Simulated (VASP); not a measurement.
# Bi (I4/mmm) in VASP: notebook

Runs on Bi. Level: PBEsol+D3(BJ). Tasks: single point.

All numbers are computed with VASP 6.6.1; they aren't measurements. Logs are shortened: lines on timing, memory, paths and dates and some standing lists are left out, and cuts for length are marked.

## Step 1: The cell of the first run

Symmetry: I4/mmm, No. 139, tetragonal system. Conventional cell: a = 3.618 Å, b = 3.618 Å, c = 4.527 Å, α = 90.00°, β = 90.00°, γ = 90.00°. Within 4.6 Å of Bi (site symmetry 4/mmm) lie 14 Bi at 3.42 to 4.53 Å.

## Step 2: Single point, PBEsol+D3(BJ) (29.62 Å³/atom)

The input, INCAR:

```
SYSTEM = Bi
PREC = Accurate
ENCUT = 520
EDIFF = 1E-6
ISMEAR = 0
SIGMA = 0.15
LREAL = .False.
LASPH = .True.
NELM = 60
ALGO = Fast
ISIF = 2
LWAVE = .False.
LCHARG = .False.
GGA = PS
IVDW = 12
NBANDS = 14
```

The input, KPOINTS:

```
regular mesh
0
Gamma
  18 18 18
  0 0 0
```

The input, POSCAR:

```
Bi
1.0
   -1.8088295624      1.8088295624      2.2633884314
    1.8088295624     -1.8088295624      2.2633884314
    1.8088295624      1.8088295624     -2.2633884314
Bi
1
Direct
    0.0000000000      0.0000000000      0.0000000000
```

Potentials or basis: VASP PAW PBE potentials, release 64 (Bi_d).

On the command line:

```
cat potpaw_PBE.64/Bi_d/POTCAR > POTCAR
mpirun -np 1 vasp_std > vasp.out
```

OUTCAR:

```text
SYSTEM = Bi
   PREC = Accurate
   ENCUT = 520
   EDIFF = 1E-6
   ISMEAR = 0
   LREAL = .False.
   LASPH = .True.
   NELM = 60
   ISIF = 2
   GGA = PS
   IVDW = 12
 IVDW          = 12

 ion  position               nearest neighbor table
   1  0.000  0.000  0.000-

  LATTYP: Found a body centered tetragonal cell.
 ALAT       =     3.6176591248
 C/A-ratio  =     1.2513000000

  Lattice vectors:

 A1 = (  -1.8088295624,   1.8088295624,   2.2633884314)
 A2 = (   1.8088295624,  -1.8088295624,   2.2633884314)
 A3 = (   1.8088295624,   1.8088295624,  -2.2633884314)

Analysis of symmetry for initial positions (statically):
=====================================================================
 Subroutine PRICEL returns:
 Original cell was already a primitive cell.

 Routine SETGRP: Setting up the symmetry group for a
 body centered tetragonal supercell.

 Subroutine GETGRP returns: Found 16 space group operations
 (whereof 16 operations were pure point group operations)
 out of a pool of 16 trial point group operations.

The static configuration has the point symmetry D_4h.

Analysis of symmetry for dynamics (positions and initial velocities):
=====================================================================
 Subroutine PRICEL returns:
 Original cell was already a primitive cell.

 Routine SETGRP: Setting up the symmetry group for a
 body centered tetragonal supercell.

 Subroutine GETGRP returns: Found 16 space group operations
 (whereof 16 operations were pure point group operations)
 out of a pool of 16 trial point group operations.

The dynamic configuration has the point symmetry D_4h.

 Subroutine INISYM returns: Found 16 space group operations
 (whereof 16 operations are pure point group operations),
 and found     1 'primitive' translations

----------------------------------------------------------------------------------------

                                     Primitive cell

  volume of cell :      29.6220

  direct lattice vectors                    reciprocal lattice vectors
    -1.808829562  1.808829562  2.263388431     0.000000000  0.276421842  0.220907730
     1.808829562 -1.808829562  2.263388431     0.276421842  0.000000000  0.220907730
     1.808829562  1.808829562 -2.263388431     0.276421842  0.276421842  0.000000000

  length of vectors
     3.415648688  3.415648688  3.415648688     0.353849205  0.353849205  0.390919518

  position of ions in fractional coordinates (direct lattice)
     0.000000000  0.000000000  0.000000000

[... 85 lines left out ...]
   PSTRESS=    0.0 pullay stress
   NELECT =      15.0000    total number of electrons
   NUPDOWN=      -1.0000    fix difference up-down
   EMIN   =  10.00;   EMAX   =-10.00  energy-range for DOS
   EFERMI =   0.00;   METHOD = LEGACY
   ISMEAR =     0;   SIGMA  =   0.15  broadening in eV -4-tet -1-fermi 0-gaus
   EFERMI_NEDOS =   21; number of points for ismear=-14 and -15
   IALGO  =     68    algorithm
   IMIX   =      4    mixing-type and parameters
     AMIX     =   0.40;   BMIX     =  1.00
     AMIX_MAG =   1.60;   BMIX_MAG =  1.00
  volume/ion in A,a.u.               =      29.62       199.90
  Fermi-wavevector in a.u.,A,eV,Ry     =   1.304870  2.465846 23.166433  1.702685
  Thomas-Fermi vector in A             =   2.435777
   LORBIT       =      0    0 simple, 1 ext, 2 COOP (PROOUT), +10 PAW based schemes
   GGA     = PS    functional components
   LHFCALC =     F    Hartree Fock is set to
   AEXX    =    0.0000 exact exchange contribution
   IVDW    =    12    specifies the selected vdW correction
   LEPSILON=     F    determine dielectric tensor
   LRPA    =     F    only Hartree local field effects (RPA)
 non-spin polarized calculation
 RMM-DIIS sequential band-by-band and
 Gauss-broadening in eV      SIGMA  =   0.15
  energy-cutoff  :      520.00
  volume of cell :       29.62
 maximum number of plane-waves:       821
 NGX is ok and might be reduce to    28
   NGX = 13   NGY = 13   NGZ = 13

 number of electron      14.9999998 magnetization

 Free energy of the ion-electron system (eV)
  ---------------------------------------------------
  ext. energy  EPLUGINS =         0.00000000
  ---------------------------------------------------
  free energy    TOTEN  =        -4.17951724 eV

  energy without entropy =       -4.17135131  energy(sigma->0) =       -4.17543428

 E-fermi :   8.4220     XC(G=0): -10.6773

 val. band max:        8.4203117018   @ k =   0.1667   0.1111   0.0000
 cond. band min:       8.4313550773   @ k =  -0.2222  -0.3333   0.1111
 fundamental gap:      0.0110433754
 Fermi energy:         8.4220209089

 k-point     1 :       0.0000    0.0000    0.0000
  band No.  band energies     occupation
      1     -14.6145      2.00000
      2     -14.6145      2.00000
      3     -14.5503      2.00000
      4     -14.5354      2.00000
      5     -14.4674      2.00000
      6      -5.5157      2.00000
      7      13.6317      0.00000
      8      13.8156      0.00000
      9      13.8156      0.00000
     10      17.6576      0.00000
     11      17.9045      0.00000
     12      19.5332      0.00000
     13      19.5332      0.00000
     14      19.9537      0.00000
[... 377 lines left out ...]
      1     -14.6066      2.00000
      2     -14.5880      2.00000
      3     -14.5260      2.00000
      4     -14.5185      2.00000
      5     -14.4693      2.00000
      6      -4.7355      2.00000
      7       8.8172      0.00019
      8      12.4729      0.00000
      9      12.9413      0.00000
     10      16.6178      0.00000
     11      17.8400      0.00000
     12      19.3712      0.00000
     13      20.1282      0.00000
     14      21.3046      0.00000

 [... further k-points ...]

------------------------ aborting loop because EDIFF is reached ----------------------------------------

 Edisp (eV)   -0.55149

 E8    (eV) :    -0.3946

  FORCE on cell =-STRESS in cart. coord.  units (eV):
  Direction    XX          YY          ZZ          XY          YZ          ZX
  --------------------------------------------------------------------------------------
  -------------------------------------------------------------------------------------
  Total      -0.26485    -0.26485    -0.60567     0.00000     0.00000     0.00000
  in kB     -14.32480   -14.32480   -32.75911     0.00000     0.00000     0.00000
  external pressure =      -20.47 kB  Pullay stress =        0.00 kB

 VOLUME and BASIS-vectors are now :
 -----------------------------------------------------------------------------
  energy-cutoff  :      520.00
  volume of cell :       29.62
      direct lattice vectors                 reciprocal lattice vectors
    -1.808829562  1.808829562  2.263388431     0.000000000  0.276421842  0.220907730
     1.808829562 -1.808829562  2.263388431     0.276421842  0.000000000  0.220907730
     1.808829562  1.808829562 -2.263388431     0.276421842  0.276421842  0.000000000

 POSITION                                       TOTAL-FORCE (eV/Angst)
 -----------------------------------------------------------------------------------
      0.00000      0.00000      0.00000         0.000000      0.000000      0.000000
 -----------------------------------------------------------------------------------
    total drift:                               -0.000000     -0.000000     -0.000000

  FREE ENERGIE OF THE ION-ELECTRON SYSTEM (eV)
  ---------------------------------------------------
  free  energy   TOTEN  =        -4.7310072438 eV

  energy  without entropy=       -4.7228413095  energy(sigma->0) =       -4.72692428
```

Run time: 2.8 min. Hardware: 1 thread of Intel Xeon Platinum 8488C (Sapphire Rapids), shared host; peak memory 0.3 GiB.

Results:

```
Free energy                : -4.7310 eV
Pressure                   : -2.0 GPa
Band gap on the k mesh     : zero (an odd number of electrons rules out a gap without spin polarisation)
Dispersion energy per atom : -0.551 eV
```

Stress tensor (GPa, compression positive):
```
-1.43  0.00  0.00
 0.00 -1.43  0.00
 0.00  0.00 -3.28
```

Caveat: the PAW data sets were made with another functional, which shifts forces and pressure a little; spin-orbit coupling is left out, which moves the levels of the heavy elements.

## Step 3: Single point, PBEsol+D3(BJ) (29.62 Å³/atom)

The input, INCAR:

```
SYSTEM = Bi
ALGO = Fast
EDIFF = 1E-6
ENCUT = 520
GGA = PS
ISIF = 2
ISMEAR = 0
IVDW = 12
LASPH = .TRUE.
LCHARG = .FALSE.
LREAL = .FALSE.
LWAVE = .FALSE.
NBANDS = 14
NELM = 80
PREC = Accurate
SIGMA = 0.15
```

The input, KPOINTS:

```
k-points
0
G
  18 18 18
  0 0 0
```

The input, POSCAR:

```
Bi
1.0
   -1.9983373394      1.9983373394      1.8544570510
    1.9983373394     -1.9983373394      1.8544570510
    1.9983373394      1.9983373394     -1.8544570510
Bi
1
Direct
    0.0000000000      0.0000000000      0.0000000000
```

Potentials or basis: VASP PAW PBE potentials, release 64 (Bi_d).

On the command line:

```
cat potpaw_PBE.64/Bi_d/POTCAR > POTCAR
mpirun -np 1 vasp_std > vasp.out
```

Run time: 2.7 min. Hardware: 1 thread of Intel Xeon Platinum 8488C (Sapphire Rapids), shared host; peak memory 0.3 GiB.

Results (log left out):

```
Free energy                : -4.7681 eV
Pressure                   : -2.2 GPa
Band gap on the k mesh     : zero (an odd number of electrons rules out a gap without spin polarisation)
Dispersion energy per atom : -0.551 eV
```

Stress tensor (GPa, compression positive):
```
-2.48  0.00  0.00
 0.00 -2.48  0.00
 0.00  0.00 -1.64
```

Levels at points of the mesh, in eV from the Fermi level:
```csv
k point,band 5,band 6,band 7,band 8,band 9,band 10
"(0.00, 0.00, 0.00)",-22.83,-13.89,5.28,5.28,5.79,9.63
"(0.50, 0.00, 0.00)",-22.74,-10.43,-5.32,1.44,3.18,5.84
"(0.50, 0.50, 0.00)",-22.75,-10.78,-5.49,2.27,4.36,6.84
"(0.50, 0.50, 0.50)",-22.76,-8.29,-2.32,-2.32,-1.03,3.15
```

Caveat: the PAW data sets were made with another functional, which shifts forces and pressure a little; spin-orbit coupling is left out, which moves the levels of the heavy elements.

## Step 4: Single point, PBEsol+D3(BJ) (29.62 Å³/atom)

The input, INCAR:

```
SYSTEM = Bi
  PREC = Accurate
  ENCUT = 520
  EDIFF = 1E-6
  ISMEAR = 0
  SIGMA = 0.15
  LREAL = .FALSE.
  LASPH = .TRUE.
  NELM = 60
  ALGO = Fast
  ISIF = 2
  LWAVE = .FALSE.
  LCHARG = .FALSE.
  GGA = PS
  IVDW = 12
  NBANDS = 14
```

The input, KPOINTS:

```
Automatic mesh
0
G
  18 18 18
  0 0 0
```

The input, POSCAR:

```
Bi
1.0
   -1.9012195343      1.9012195343      2.0487541702
    1.9012195343     -1.9012195343      2.0487541702
    1.9012195343      1.9012195343     -2.0487541702
Bi
1
Direct
    0.0000000000      0.0000000000      0.0000000000
```

On the command line:

```
cat potpaw_PBE.64/Bi_d/POTCAR > POTCAR
mpirun -np 1 vasp_std > vasp.out
```

Run time: 3.3 min. Hardware: 1 thread of Intel Xeon Platinum 8488C (Sapphire Rapids), shared host; peak memory 0.3 GiB.

It converged, with:

* Free energy: -4.7671 eV
* Pressure: -2.2 GPa
* Band gap on the k mesh: zero (an odd number of electrons rules out a gap without spin polarisation)
* Dispersion energy per atom: -0.551 eV

Stress tensor (GPa, compression positive):
```
-1.93  0.00  0.00
 0.00 -1.93  0.00
 0.00  0.00 -2.88
```

Levels at points of the mesh, in eV from the Fermi level:
```
           k point  band 4  band 5  band 6  band 7  band 8  band 9  band 10  band 11
(0.00, 0.00, 0.00)  -22.87  -22.84  -13.90    5.30    5.53    5.53     9.69     9.94
(0.50, 0.00, 0.00)  -22.85  -22.76  -10.65   -5.44    1.96    3.93     6.47     8.10
(0.50, 0.50, 0.00)  -22.84  -22.75  -10.35   -5.26    1.19    2.81     5.54     6.98
(0.50, 0.50, 0.50)  -22.77  -22.77   -8.30   -2.71   -1.49   -1.49     3.25     3.80
```

Caveat: the PAW data sets were made with another functional, which shifts forces and pressure a little; spin-orbit coupling is left out, which moves the levels of the heavy elements.

## Step 5: Single point, PBEsol+D3(BJ) (30.76 Å³/atom)

This run uses another cell than the first one, of 30.76 Å³/atom.

The input, INCAR:

```
SYSTEM = Bi
ALGO = Fast ; EDIFF = 1E-6
ENCUT = 520 ; GGA = PS
ISIF = 2 ; ISMEAR = 0
IVDW = 12 ; LASPH = .True.
LCHARG = .False. ; LREAL = .False.
LWAVE = .False. ; NBANDS = 14
NELM = 60 ; PREC = Accurate
SIGMA = 0.15
```

The input, KPOINTS:

```
k-points
0
Gamma
  18 18 18
  0 0 0
```

The input, POSCAR:

```
Bi
1.0
   -1.8779434764      1.8779434764      2.1806679648
    1.8779434764     -1.8779434764      2.1806679648
    1.8779434764      1.8779434764     -2.1806679648
Bi
1
Direct
    0.0000000000      0.0000000000      0.0000000000
```

On the command line:

```
cat potpaw_PBE.64/Bi_d/POTCAR > POTCAR
mpirun -np 1 vasp_std > vasp.out
```

It took 3.6 min on 1 thread of Intel Xeon Platinum 8488C (Sapphire Rapids), shared host; peak memory 0.31 GiB.

The run converged. Its results:

```
Free energy                : -4.7286 eV
Pressure                   : -4.1 GPa
Band gap on the k mesh     : zero (an odd number of electrons rules out a gap without spin polarisation)
Dispersion energy per atom : -0.530 eV
```

Stress tensor (GPa, compression positive):
```
-3.48  0.00  0.00
 0.00 -3.48  0.00
 0.00  0.00 -5.42
```

Levels at points of the mesh, in eV from the Fermi level:
| k point | band 3 | band 4 | band 5 | band 6 | band 7 | band 8 | band 9 | band 10 | band 11 | band 12 |
| --- | --- | --- | --- | --- | --- | --- | --- | --- | --- | --- |
| (0.00, 0.00, 0.00) | -22.95 | -22.89 | -22.84 | -13.64 | 4.96 | 5.20 | 5.20 | 9.10 | 9.54 | 11.07 |
| (0.50, 0.00, 0.00) | -22.89 | -22.84 | -22.77 | -10.66 | -5.27 | 2.22 | 4.02 | 6.67 | 8.42 | 10.08 |
| (0.50, 0.50, 0.00) | -22.84 | -22.82 | -22.76 | -10.13 | -4.92 | 0.80 | 2.03 | 4.96 | 6.31 | 14.96 |
| (0.50, 0.50, 0.50) | -22.80 | -22.77 | -22.77 | -8.63 | -3.24 | -0.98 | -0.98 | 3.28 | 4.18 | 15.73 |

Caveat: the cell stands under tension; the PAW data sets were made with another functional, which shifts forces and pressure a little; spin-orbit coupling is left out, which moves the levels of the heavy elements.

## Step 6: Overview

```tsv
cell	gap on the mesh (eV)	pressure (GPa)
a = 3.416 Å, angles 116.0, 116.0, 97.0°, 1 atom	none	-2.0
a = 3.380 Å, angles 107.5, 107.5, 113.5°, 1 atom	none	-2.2
a = 3.380 Å, angles 111.6, 111.6, 105.4°, 1 atom	none	-2.2
a = 3.436 Å, angles 113.7, 113.7, 101.2°, 1 atom	none	-4.1
```

Alike in all rows: task single point; level PBEsol+D3(BJ); potentials or basis VASP PAW PBE potentials, release 64 (Bi_d); no spin polarisation; k mesh 18 × 18 × 18; cutoff (eV) 520; smearing gaussian 0.15 eV.

Caveats: the PAW data sets were made with another functional, which shifts forces and pressure a little; spin-orbit coupling is left out, which moves the levels of the heavy elements; the cell stands under tension (at least some runs).

Total energies depend on the potentials used, so only differences within one code and one set of settings carry meaning.

The gap in the log of VASP goes by the Fermi energy; the results here count the filled bands.